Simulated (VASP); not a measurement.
Wanted: the native input for a VASP 6.6.1 run.

- Task: single point
- Functional: PBEsol
- Potentials or basis: VASP PAW PBE potentials, release 64 (Ru_pv)
- Cutoff: 520 eV
- k mesh: 18 × 18 × 10
- Occupations: gaussian, width 0.1 eV
- Spin: no spin polarisation
- Dipole correction: no
- Further INCAR settings: ALGO = Normal; EDIFF = 1e-06; NBANDS = 21

The structure of Ru lies in POSCAR:

```
Ru
1.0
    2.6895240365      0.0000000000      0.0000000000
   -1.3447620182      2.3291961397      0.0000000000
    0.0000000000      0.0000000000      4.2519208172
Ru
2
Direct
    0.3333333333      0.6666666667      0.2500000000
    0.6666666667      0.3333333333      0.7500000000
```

One way to write it, as run:

INCAR

```
SYSTEM = Ru
PREC = Accurate ; ENCUT = 520
EDIFF = 1E-6 ; ISMEAR = 0
SIGMA = 0.1 ; LREAL = .False.
LASPH = .True. ; NELM = 80
ALGO = Normal ; ISIF = 2
LWAVE = .False. ; LCHARG = .False.
GGA = PS ; NBANDS = 21
```

KPOINTS

```
Automatic mesh
0
Gamma
  18 18 10
  0 0 0
```

Potentials or basis: VASP PAW PBE potentials, release 64 (Ru_pv).

Command:

```sh
$ cat potpaw_PBE.64/Ru_pv/POTCAR > POTCAR
$ mpirun -np 1 vasp_std > vasp.out
```

It gave:

The pressure is 0.0 GPa. The band gap on the k mesh is zero (bands 14 and 15 overlap by 3.22 eV).

Caveat: the PAW data sets were made with another functional, which shifts forces and pressure a little.

Run time: 39 s on 1 thread of AMD EPYC 9R45 96-Core Processor (Zen 5), with other jobs on the host, peak memory 0.18 GiB.
